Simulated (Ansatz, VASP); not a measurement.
## One calculation of KZnF3, two programs

File INCAR:

```
SYSTEM = KZnF3
  PREC = Accurate
  ENCUT = 600
  EDIFF = 1E-6
  ISMEAR = 0
  SIGMA = 0.1
  LREAL = .FALSE.
  LASPH = .TRUE.
  NELM = 120
  ALGO = Normal
  ISIF = 2
  LWAVE = .FALSE.
  LCHARG = .TRUE.
  GGA = PE
  LELF = .TRUE.
  LVHAR = .TRUE.
  NBANDS = 29
  GGA_COMPAT = .FALSE.
```

File KPOINTS:

```
Automatic mesh
0
G
  6 6 6
  0 0 0
```

Contents of POSCAR:

```
KZnF3
1.0
   -1.9720538240      1.9720538240      5.5377658265
    1.9720538240     -1.9720538240      5.5377658265
    1.9720538240      1.9720538240     -5.5377658265
K Zn F
1 1 3
Direct
    0.9901796108      0.9901796108      0.0000000000
    0.6779072994      0.6779072994      0.0000000000
    0.5004033329      0.5004033329      0.0000000000
    0.7073068684      0.2073068684      0.5000000000
    0.2073068684      0.7073068684      0.5000000000
```

Input for Ansatz:

```yaml
crystal:
  lattice:
    - [-1.972053824, 1.972053824, 5.5377658265]
    - [1.972053824, -1.972053824, 5.5377658265]
    - [1.972053824, 1.972053824, -5.5377658265]
  atoms:
    - { symbol: K, position: [0.9901796108, 0.9901796108, 0.0] }
    - { symbol: Zn, position: [0.6779072994, 0.6779072994, 0.0] }
    - { symbol: F, position: [0.5004033329, 0.5004033329, 0.0] }
    - { symbol: F, position: [0.7073068684, 0.2073068684, 0.5] }
    - { symbol: F, position: [0.2073068684, 0.7073068684, 0.5] }
basis:
  ecutwfc: 420
kpoints:
  mp_grid: { grid: [6, 6, 6] }
hamiltonian:
  xc: pbe
scf:
  occupations: { method: gaussian, width: 0.1 }
  lower_state_search: "off"
output:
  forces: true
  stress: true
  eigenvalues: true
```

Change from the starting cell: species swapped into the EuCoGe3 type (I4mm, No. 107).

Alike in both runs: task single point; functional PBE; k mesh 6 × 6 × 6; occupations gaussian, width 0.1 eV; no spin polarisation.

|  | VASP | Ansatz |
| --- | --- | --- |
| version | VASP 6.6.1 | Ansatz 0.2.0 |
| potentials or method | VASP PAW PBE potentials, release 64 (K_sv, Zn, F), cutoff 600 eV | scalar-relativistic, plane waves, PAW |
| valence electrons in the cell | 42 | 42 |

|  | VASP | Ansatz | Ansatz less VASP |
| --- | --- | --- | --- |
| gap on the k mesh at the Fermi level (eV) | 3.15 | 3.19 | +0.046 |
| least direct gap on the mesh (eV) | 4.39 | 4.43 | +0.046 |
| pressure (GPa) | 0.2 | 0.0 | -0.15 |
| traceless stress, the component that is largest in VASP (GPa) | 0.67 | 0.72 | +0.054 |
| rms of the force components (eV/Å) | 0.035 | 0.021 | -0.0145 |

Atom by atom the forces differ by 0.028 eV/Å (rms over components). With one functional, cell and mesh, what is left measures potentials, basis and numerics.
